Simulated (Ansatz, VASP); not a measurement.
## TaSi2 in VASP and in Ansatz

```xyz
9
Lattice="4.7610 0.0000 0.0000 -2.3805 4.1231 0.0000 0.0000 0.0000 6.5561" Properties=species:S:1:pos:R:3 pbc="T T T"
Ta    2.3805    0.0000    0.0000
Ta    1.1902    2.0616    4.3708
Ta   -1.1902    2.0616    2.1854
Si    0.0000    1.3135    0.0000
Si    3.6235    0.6567    4.3708
Si    1.2430    3.4664    2.1854
Si    2.3805    2.8096    0.0000
Si   -1.2430    3.4664    4.3708
Si    1.1375    0.6567    2.1854
```

Alike in both runs: functional PBEsol; k mesh 12 × 12 × 6; occupations gaussian, width 0.1 eV; no spin polarisation.

Ansatz relaxed the structure, and its values are those at the end. VASP's run is a single point on that final structure, the one shown.

|  | VASP | Ansatz |
| --- | --- | --- |
| version | VASP 6.6.1 | Ansatz 0.2.0 |
| potentials or method | VASP PAW PBE potentials, release 64 (Ta_pv, Si), cutoff 520 eV | scalar-relativistic, plane waves, PAW |
| valence electrons in the cell | 57 | 63 |

Ansatz gave:

* gap on the k mesh at the Fermi level (eV): none
* pressure (GPa): 0.0

What did VASP give for the same quantities?

gap on the k mesh at the Fermi level (eV): none; pressure (GPa): 0.3.

VASP's potentials were made for PBE, not for PBEsol. A gap of «none» marks a metal or a gap that the smearing closes. VASP's potentials hold 57 valence electrons a cell and Ansatz's 63, so a difference there can come from the potentials and not from the codes.

Neither program's run includes spin-orbit coupling.
